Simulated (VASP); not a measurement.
# GaN (F-43m) in VASP: further runs

Runs on GaN. Level: PBE. Tasks: vibrations by perturbation theory, elastic constants.

Program: VASP 6.6.1. These are calculated values, not measurements. Logs are shortened: lines on timing, memory, paths and dates and some standing lists are left out, and cuts for length are marked.

**1. The cell of the first run**

The structure is cubic, space group F-43m (No. 216). The conventional cell has a = 4.553 Å, b = 4.553 Å, c = 4.553 Å, α = 90.00°, β = 90.00°, γ = 90.00°. Within 2.6 Å of Ga (site symmetry -43m) lie 4 N at 1.97 Å. N (site symmetry -43m) has 4 Ga at 1.97 Å within 2.6 Å.

**2. Vibrations by perturbation theory, PBE**

INCAR reads:

```
SYSTEM = GaN
PREC     = Accurate       ! precision mode
ENCUT    = 520            ! plane-wave cutoff, eV
EDIFF    = 1E-8           ! SCF threshold, eV
ISMEAR   = 0              ! smearing method
SIGMA    = 0.01           ! smearing width, eV
LREAL    = .FALSE.        ! projectors in reciprocal space
LASPH    = .TRUE.         ! aspherical terms in the spheres
NELM     = 80             ! most SCF steps
ALGO     = Normal         ! electronic algorithm
ISIF     = 2              ! what is computed and relaxed
LWAVE    = .FALSE.        ! write WAVECAR
LCHARG   = .FALSE.        ! write CHGCAR
GGA      = PE             ! functional
NBANDS   = 16             ! bands
IBRION   = 8              ! ionic algorithm
NSW      = 1              ! ionic steps
LEPSILON = .TRUE.         ! dielectric tensor by DFPT
```

KPOINTS reads:

```
Automatic mesh
0
G
  8 8 8
  0 0 0
```

POSCAR reads:

```
GaN
1.0
    0.0000000000      2.2766000000      2.2766000000
    2.2766000000      0.0000000000      2.2766000000
    2.2766000000      2.2766000000      0.0000000000
Ga N
1 1
Direct
    0.0000000000      0.0000000000      0.0000000000
    0.2500000000      0.2500000000      0.2500000000
```

Potentials or basis: VASP PAW PBE potentials, release 64 (Ga_d, N).

Launch:

```bash
> cat potpaw_PBE.64/Ga_d/POTCAR potpaw_PBE.64/N/POTCAR > POTCAR
> mpirun -np 1 vasp_std > vasp.out
```

OUTCAR:

```text
SYSTEM = GaN
   PREC = Accurate
   ENCUT = 520
   EDIFF = 1E-8
   ISMEAR = 0
   LREAL = .FALSE.
   LASPH = .TRUE.
   NELM = 80
   ISIF = 2
   GGA = PE
   IBRION = 8
   NSW = 1
   LEPSILON = .TRUE.

 ion  position               nearest neighbor table
   1  0.000  0.000  0.000-   2 1.97   2 1.97   2 1.97   2 1.97
   2  0.250  0.250  0.250-   1 1.97   1 1.97   1 1.97   1 1.97

  LATTYP: Found a face centered cubic cell.
 ALAT       =     4.5532000000

  Lattice vectors:

 A1 = (   0.0000000000,   2.2766000000,   2.2766000000)
 A2 = (   2.2766000000,   0.0000000000,   2.2766000000)
 A3 = (   2.2766000000,   2.2766000000,   0.0000000000)

Analysis of symmetry for initial positions (statically):
=====================================================================
 Subroutine PRICEL returns:
 Original cell was already a primitive cell.

 Routine SETGRP: Setting up the symmetry group for a
 face centered cubic supercell.

 Subroutine GETGRP returns: Found 24 space group operations
 (whereof 24 operations were pure point group operations)
 out of a pool of 48 trial point group operations.

The static configuration has the point symmetry T_d .

Analysis of symmetry for dynamics (positions and initial velocities):
=====================================================================
 Subroutine PRICEL returns:
 Original cell was already a primitive cell.

 Routine SETGRP: Setting up the symmetry group for a
 face centered cubic supercell.

 Subroutine GETGRP returns: Found 24 space group operations
 (whereof 24 operations were pure point group operations)
 out of a pool of 48 trial point group operations.

The dynamic configuration has the point symmetry T_d .

 Subroutine INISYM returns: Found 24 space group operations
 (whereof 24 operations are pure point group operations),
 and found     1 'primitive' translations

----------------------------------------------------------------------------------------

                                     Primitive cell

  volume of cell :      23.5988

  direct lattice vectors                    reciprocal lattice vectors
     0.000000000  2.276600000  2.276600000    -0.219625758  0.219625758  0.219625758
     2.276600000  0.000000000  2.276600000     0.219625758 -0.219625758  0.219625758
     2.276600000  2.276600000  0.000000000     0.219625758  0.219625758 -0.219625758

  length of vectors
     3.219598596  3.219598596  3.219598596     0.380402971  0.380402971  0.380402971

  position of ions in fractional coordinates (direct lattice)
     0.000000000  0.000000000  0.000000000
     0.250000000  0.250000000  0.250000000

  ion indices of the primitive-cell ions
   primitive index   ion index
                 1           1
                 2           2

----------------------------------------------------------------------------------------

 KPOINTS: Automatic mesh

Automatic generation of k-mesh.
 Grid dimensions read from file:
 generate k-points for:    8    8    8

[... 605 lines left out ...]
 ------------------------------------------------------

 Free energy of the ion-electron system (eV)
  ---------------------------------------------------
  ---------------------------------------------------
  free energy    TOTEN  =        -0.38982265 eV

  energy without entropy =       -0.38982265

------------------------ aborting loop because EDIFF is reached ----------------------------------------

--------------------------------------- Ionic step        2  -------------------------------------------

------------------------ aborting loop because EDIFF is reached ----------------------------------------

--------------------------------------- Ionic step        3  -------------------------------------------

------------------------ aborting loop because EDIFF is reached ----------------------------------------

 PIEZOELECTRIC TENSOR FIELD DIRECTION 3  (e Angst)
 -----------------------------------------------------------------------------
    -0.00149 -1.52931  0.00000           ( -0.00000 -0.10008  0.00000)
    -1.52931 -0.00149  0.00000           ( -0.10008 -0.00000  0.00000)
     0.00000  0.00000  0.00202           (  0.00000  0.00000 -0.00000)

 PIEZOELECTRIC TENSOR FIELD DIRECTION 3  (C/m^2)
 -----------------------------------------------------------------------------
    -0.00101 -1.03829  0.00000
    -1.03829 -0.00101  0.00000
     0.00000  0.00000  0.00137

--------------------------------------- Ionic step        4  -------------------------------------------

------------------------ aborting loop because EDIFF is reached ----------------------------------------

[... ionic steps 5 to 6 ...]

--------------------------------------- Ionic step        7  -------------------------------------------

 Free energy of the ion-electron system (eV)
  ---------------------------------------------------
  ---------------------------------------------------
  free energy    TOTEN  =        -0.23281671 eV

  energy without entropy =       -0.23281671

------------------------ aborting loop because EDIFF is reached ----------------------------------------

 INTERNAL STRAIN TENSOR  FOR ION    2  DIRECTION 1   (eV/Angst):
 -----------------------------------------------------------------------------
    -0.00070  0.00000  0.00000
     0.00000 -0.00471 -6.87462
     0.00000 -6.87462 -0.00471

 MACROSCOPIC STATIC DIELECTRIC TENSOR (including local field effects in DFT)
 ------------------------------------------------------
           6.538349     0.000000     0.000000
           0.000000     6.538349     0.000000
          -0.000000     0.000000     6.538349
 ------------------------------------------------------

 PIEZOELECTRIC TENSOR (including local field effects)  for field in x, y, z        (e  Angst)
          XX          YY          ZZ          XY          YZ          ZX
  --------------------------------------------------------------------------------
  x     0.00000    -0.00000    -0.00000     0.00000    -1.53006     0.00000
  y     0.00000     0.00000    -0.00000     0.00000     0.00000    -1.53006
  z    -0.00000    -0.00000     0.00000    -1.53006     0.00000     0.00000

 PIEZOELECTRIC TENSOR (including local field effects)  for field in x, y, z        (C/m^2)
          XX          YY          ZZ          XY          YZ          ZX
  --------------------------------------------------------------------------------
  x     0.00000    -0.00000    -0.00000     0.00000    -1.03879     0.00000
  y     0.00000     0.00000    -0.00000     0.00000     0.00000    -1.03879
  z    -0.00000    -0.00000     0.00000    -1.03879     0.00000     0.00000

 BORN EFFECTIVE CHARGES (including local field effects) (in |e|, cummulative output)
 ---------------------------------------------------------------------------------
 ion    1
    1     2.69243     0.00000     0.00000
    2    -0.00000     2.69243    -0.00000
    3     0.00000     0.00000     2.69243
 ion    2
    1    -2.69243     0.00000     0.00000
    2     0.00000    -2.69243     0.00000
    3     0.00000     0.00000    -2.69243

 INTERNAL STRAIN TENSOR FOR ION    2 for displacements in x,y,z  (eV/Angst):
          X           Y           Z          XY          YZ          ZX
  --------------------------------------------------------------------------------
  x    -0.00000     0.00000     0.00000     0.00000    -6.87462     0.00000
  y     0.00000     0.00000     0.00000     0.00000     0.00000    -6.87462
  z     0.00000     0.00000    -0.00000    -6.87462     0.00000     0.00000

 SECOND DERIVATIVES (NOT SYMMETRIZED)
 ------------------------------------
               1X          1Y          1Z          2X          2Y          2Z
  1X   -11.147356    0.000000    0.000000   11.147356    0.000000    0.000000
  1Y     0.000000  -11.147356    0.000000    0.000000   11.147356    0.000000
  1Z     0.000000    0.000000  -11.147356    0.000000    0.000000   11.147356
  2X    11.181969    0.000000    0.000000  -11.181969    0.000000    0.000000
  2Y     0.000000   11.181969    0.000000    0.000000  -11.181969    0.000000
  2Z     0.000000    0.000000   11.181969    0.000000    0.000000  -11.181969

 Eigenvectors and eigenvalues of the dynamical matrix
 ----------------------------------------------------

   1 f  =   15.305761 THz    96.168934 2PiTHz  510.545239 cm-1    63.299514 meV
             X         Y         Z           dx          dy          dz
      0.000000  0.000000  0.000000     0.000000    0.408408    0.000000
      1.138300  1.138300  1.138300     0.000000   -0.912800    0.000000
[... 21 lines left out ...]
   6 f/i=    0.008845 THz     0.055574 2PiTHz    0.295034 cm-1     0.036579 meV
             X         Y         Z           dx          dy          dz
      0.000000  0.000000  0.000000     0.000000    0.000000    0.912800
      1.138300  1.138300  1.138300     0.000000    0.000000    0.408408

--------------------------------------------------------------------------------------------------------

 MACROSCOPIC STATIC DIELECTRIC TENSOR IONIC CONTRIBUTION
 ------------------------------------------------------
           4.978726    -0.000000     0.000000
          -0.000000     4.978726    -0.000000
           0.000000    -0.000000     4.978726
 ------------------------------------------------------

 ELASTIC MODULI CONTR FROM IONIC RELAXATION (kBar)
 Direction    XX          YY          ZZ          XY          YZ          ZX
 --------------------------------------------------------------------------------
 XX          -0.0000      0.0000      0.0000      0.0000     -0.0000      0.0000
 YY           0.0000     -0.0000      0.0000      0.0000      0.0000      0.0000
 ZZ           0.0000      0.0000     -0.0000     -0.0000      0.0000      0.0000
 XY           0.0000      0.0000     -0.0000   -262.4523      0.0000      0.0000
 YZ          -0.0000      0.0000      0.0000      0.0000   -262.4523      0.0000
 ZX           0.0000      0.0000      0.0000      0.0000      0.0000   -262.4523
 --------------------------------------------------------------------------------

 PIEZOELECTRIC TENSOR IONIC CONTR  for field in x, y, z        (C/m^2)
          XX          YY          ZZ          XY          YZ          ZX
  --------------------------------------------------------------------------------
  x     0.00000     0.00000     0.00000     0.00000     1.07561     0.00000
  y    -0.00000    -0.00000    -0.00000    -0.00000    -0.00000     1.07561
  z     0.00000     0.00000     0.00000     1.07561     0.00000     0.00000
```

Run time: 2.5 min. Hardware: 1 thread of Intel Xeon 6975P-C (Granite Rapids), shared host; peak memory 0.21 GiB.

What came out:

```yaml
Electronic_dielectric_tensor_diagonal: 6.54
Born_charges_mean_of_the_diagonal: Ga +2.69; N -2.69 e
Highest_phonon_frequency_at_Γ_LO-TO_splitting_left_out: 511 cm⁻¹
```

Phonon frequencies in cm⁻¹ (negative: imaginary):
| q point | frequencies |
| --- | --- |
| (0.000, 0.000, 0.000) | 0 0 0 511 511 511 |

Electronic dielectric tensor:
```
6.54 0.00 0.00
0.00 6.54 0.00
0.00 0.00 6.54
```

Born effective charge tensors (e):
atom 1, Ga
```
2.69 0.00 0.00
0.00 2.69 0.00
0.00 0.00 2.69
```
atom 2, N
```
-2.69  0.00  0.00
 0.00 -2.69  0.00
 0.00  0.00 -2.69
```

**3. Elastic constants, PBE**

INCAR reads:

```
SYSTEM = GaN
PREC = Accurate
ENCUT = 600
EDIFF = 1E-8
ISMEAR = 0
SIGMA = 0.01
LREAL = .False.
LASPH = .True.
NELM = 100
ALGO = Normal
ISIF = 3
LWAVE = .False.
LCHARG = .False.
GGA = PE
IBRION = 6
NFREE = 2
POTIM = 0.015
NSW = 1
```

KPOINTS reads:

```
Automatic mesh
0
Gamma
  8 8 8
  0 0 0
```

POSCAR is that of step 2.

Potentials or basis: VASP PAW PBE potentials, release 64 (Ga_d, N).

Launch:

```bash
> cat potpaw_PBE.64/Ga_d/POTCAR potpaw_PBE.64/N/POTCAR > POTCAR
> mpirun -np 1 vasp_std > vasp.out
```

Wall time 5.6 min (1 thread of Intel Xeon 6975P-C (Granite Rapids), shared host); peak memory 0.26 GiB.

The run converged. Its results:

| Property | Result |
| --- | --- |
| Elastic constants C11, C12, C44 | 249, 127, 145 GPa |
| Voigt bulk modulus | 167 GPa |
| Highest phonon frequency at Γ, LO-TO splitting left out | 511 cm⁻¹ |

Phonon frequencies in cm⁻¹ (negative: imaginary):
```csv
q point,frequencies
"(0.000, 0.000, 0.000)",0 0 0 511 511 511
```

Elastic tensor in Voigt notation (GPa, in the Cartesian axes of the cell as first typed):
```
249 127 127   0   0   0
127 249 127   0   0   0
127 127 249   0   0   0
  0   0   0 145   0   0
  0   0   0   0 145   0
  0   0   0   0   0 145
```

Clamped-ion elastic tensor (GPa):
```
249 127 127   0   0   0
127 249 127   0   0   0
127 127 249   0   0   0
  0   0   0 173   0   0
  0   0   0   0 173   0
  0   0   0   0   0 173
```
